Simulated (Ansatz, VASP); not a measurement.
## Two plane-wave programs on BN

```
B N
1.0
     2.55394    0.00000    0.00000
    -1.27697    2.21178    0.00000
     0.00000    0.00000    4.22685
B N
2 2
Cartesian
  1.2770 0.7373 4.2257
  0.0000 1.4745 2.1123
  1.2063 0.6665 2.8430
  0.0000 1.4745 0.5295
```

Alike in both runs: task single point; functional PBEsol; k mesh 12 × 12 × 6; occupations gaussian, width 0.05 eV; no spin polarisation.

```csv
,VASP,Ansatz
version,VASP 6.6.1,Ansatz 0.2.0
potentials or method,"VASP PAW PBE potentials, release 64 (B, N), cutoff 520 eV","scalar-relativistic, plane waves, PAW"
valence electrons in the cell,16,16
```

|  | VASP | Ansatz | Ansatz less VASP |
| --- | --- | --- | --- |
| gap on the k mesh at the Fermi level (eV) | 2.96 | 2.97 | +0.014 |
| least direct gap on the mesh (eV) | 6.93 | 6.93 | +0.003 |
| pressure (GPa) | 3.4 | 2.9 | -0.52 |
| traceless stress, the component that is largest in VASP (GPa) | 10.90 | 10.63 | -0.275 |
| rms of the force components (eV/Å) | 3.129 | 3.119 | -0.0092 |

VASP's potentials were made for PBE, not for PBEsol. Atom by atom the forces differ by 0.010 eV/Å (rms over components).
